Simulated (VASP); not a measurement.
# Ru (P6_3/mmc) in VASP: a series of runs, part 2 of 2

VASP 6.6.1.

## (3) Single point, PBE

This run uses another cell than the first one, of 13.57 Å³/atom, 1.042 times its volume.

File INCAR:

```
ALGO = Normal
EDIFF = 1E-7
ENCUT = 520
GGA = PE
ISIF = 2
ISMEAR = -1
LASPH = True
LCHARG = False
LREAL = False
LWAVE = False
NBANDS = 21
NELM = 100
PREC = Accurate
SIGMA = 0.05
```

File KPOINTS:

```
k-points
0
Gamma
  12 12 7
```

File POSCAR:

```
Ru
1.0
    2.7058000000      0.0000000000      0.0000000000
   -1.3529000000      2.3432920000      0.0000000000
    0.0000000000      0.0000000000      4.2819000000
Ru
2
Direct
    0.3333333333      0.6666666667      0.2500000000
    0.6666666667      0.3333333333      0.7500000000
```

Potentials or basis: VASP PAW PBE potentials, release 64 (Ru_pv).

Launch:

```sh
cat potpaw_PBE.64/Ru_pv/POTCAR > POTCAR
mpirun -np 1 vasp_std > vasp.out
```

OUTCAR:

```text
EDIFF = 1E-7
   ENCUT = 520
   GGA = PE
   ISIF = 2
   ISMEAR = -1
   LASPH = True
   LREAL = False
   NELM = 100
   PREC = Accurate

 ion  position               nearest neighbor table
   1  0.333  0.667  0.250-   2 2.65   2 2.65   2 2.65   2 2.65   2 2.65   2 2.65
   2  0.667  0.333  0.750-   1 2.65   1 2.65   1 2.65   1 2.65   1 2.65   1 2.65

  LATTYP: Found a hexagonal cell.
 ALAT       =     2.7058000000
 C/A-ratio  =     1.5824894671

  Lattice vectors:

 A1 = (   2.7058000000,   0.0000000000,   0.0000000000)
 A2 = (  -1.3529000000,   2.3432920000,   0.0000000000)
 A3 = (   0.0000000000,   0.0000000000,   4.2819000000)

Analysis of symmetry for initial positions (statically):
=====================================================================
 Subroutine PRICEL returns:
 Original cell was already a primitive cell.

 Routine SETGRP: Setting up the symmetry group for a
 hexagonal supercell.

 Subroutine GETGRP returns: Found 24 space group operations
 (whereof 12 operations were pure point group operations)
 out of a pool of 24 trial point group operations.

[... 159 lines left out ...]
  ---------------------------------------------------
  free energy    TOTEN  =       -18.47786313 eV

  energy without entropy =      -18.46506114  energy(sigma->0) =      -18.47146213

 E-fermi :  12.8696     XC(G=0): -14.1217

 val. band max:       12.8053918531   @ k =   0.4167   0.0833   0.2857
 cond. band min:      12.8715224659   @ k =   0.3333   0.1667   0.2857
 fundamental gap:      0.0661306128
 Fermi energy:        12.8695797319

 k-point     1 :       0.0000    0.0000    0.0000
  band No.  band energies     occupation
      1     -30.8051      2.00000
      2     -29.8812      2.00000
      3     -29.8812      2.00000
      4     -29.7112      2.00000
      5     -29.7112      2.00000
      6     -29.6614      2.00000
[... 565 lines left out ...]
     20      23.2527      0.00000
     21      24.3966      0.00000

 [... further k-points ...]

------------------------ aborting loop because EDIFF is reached ----------------------------------------

  FORCE on cell =-STRESS in cart. coord.  units (eV):
  Direction    XX          YY          ZZ          XY          YZ          ZX
  --------------------------------------------------------------------------------------
  -------------------------------------------------------------------------------------
  Total        0.7216735      0.7216738      0.7621890      0.0000000      0.0000000     -0.0000000
  in kB       42.5885357     42.5885526     44.9795021      0.0000000      0.0000000     -0.0000000
  external PRESSURE =      43.3855301 kB  Pullay stress =       0.0000000 kB

 VOLUME and BASIS-vectors are now :
 -----------------------------------------------------------------------------
  energy-cutoff  :      520.00
  volume of cell :       27.15
      direct lattice vectors                 reciprocal lattice vectors
     2.705800000  0.000000000  0.000000000     0.369576465  0.213375030  0.000000000
    -1.352900000  2.343292000  0.000000000     0.000000000  0.426750059  0.000000000
     0.000000000  0.000000000  4.281900000     0.000000000  0.000000000  0.233541185

 POSITION                                       TOTAL-FORCE (eV/Angst)
 -----------------------------------------------------------------------------------
     -0.00000      1.56219      1.07048        -0.000000      0.000000      0.000000
      1.35290      0.78110      3.21143         0.000000      0.000000      0.000000
 -----------------------------------------------------------------------------------
    total drift:                               -0.000000      0.000000     -0.000000

  FREE ENERGIE OF THE ION-ELECTRON SYSTEM (eV)
  ---------------------------------------------------
  free  energy   TOTEN  =       -18.4778631261 eV

  energy  without entropy=      -18.4650611390  energy(sigma->0) =      -18.47146213
```

OSZICAR:

```text
N       E                     dE             d eps       ncg     rms          rms(c)
DAV:   1     0.287708186616E+03    0.28771E+03   -0.17609E+04  3192   0.148E+03
DAV:   2    -0.138861740557E+02   -0.30159E+03   -0.29282E+03  3262   0.445E+02
DAV:   3    -0.197725509682E+02   -0.58864E+01   -0.58519E+01  3702   0.697E+01
DAV:   4    -0.198182489407E+02   -0.45698E-01   -0.45646E-01  4017   0.588E+00
DAV:   5    -0.198188088184E+02   -0.55988E-03   -0.55639E-03  3644   0.588E-01    0.177E+01
DAV:   6    -0.185621722012E+02    0.12566E+01   -0.28393E+00  3672   0.165E+01    0.479E+00
DAV:   7    -0.184855378852E+02    0.76634E-01   -0.43311E-01  3667   0.488E+00    0.104E+00
DAV:   8    -0.184781555433E+02    0.73823E-02   -0.17435E-02  3517   0.107E+00    0.296E-01
DAV:   9    -0.184778555148E+02    0.30003E-03   -0.71453E-04  3627   0.284E-01    0.347E-02
DAV:  10    -0.184778658995E+02   -0.10385E-04   -0.45998E-05  3627   0.698E-02    0.184E-02
DAV:  11    -0.184778635592E+02    0.23403E-05   -0.82746E-06  3632   0.274E-02    0.265E-03
DAV:  12    -0.184778631098E+02    0.44941E-06   -0.18316E-07  2431   0.477E-03    0.623E-04
DAV:  13    -0.184778631261E+02   -0.16325E-07   -0.72940E-09  2176   0.886E-04
   1 F= -.18477863E+02 E0= -.18471462E+02  d E =-.128020E-01
```

stdout:

```text
POSCAR found type information on POSCAR Ru
 POSCAR found :  1 types and       2 ions
 scaLAPACK will be used
 LDA part: xc-table for (Slater+PW92), standard interpolation
 POSCAR, INCAR and KPOINTS ok, starting setup
 FFT: planning ... GRIDC
 FFT: planning ... GRID_SOFT
 FFT: planning ... GRID
 WAVECAR not read
 entering main loop
```

It took 15 s on 1 thread of AMD EPYC 9R45 (Zen 5), shared host; peak memory 0.13 GiB.

Results:

```
Free energy            : -18.4779 eV
Pressure               : 4.3 GPa
Band gap on the k mesh : zero (band 14 reaches 14.26 eV, above the bottom of band 15 at 11.30 eV)
```

Levels at points of the mesh, in eV from the Fermi level:
```tsv
k point	band 11	band 12	band 13	band 14	band 15	band 16	band 17	band 18
(0.00, 0.00, 0.00)	-2.45	-1.95	-1.95	-1.42	-1.42	1.15	1.15	1.27
(0.50, 0.00, 0.00)	-2.10	-1.82	-1.55	1.39	1.81	1.89	4.04	6.10
```
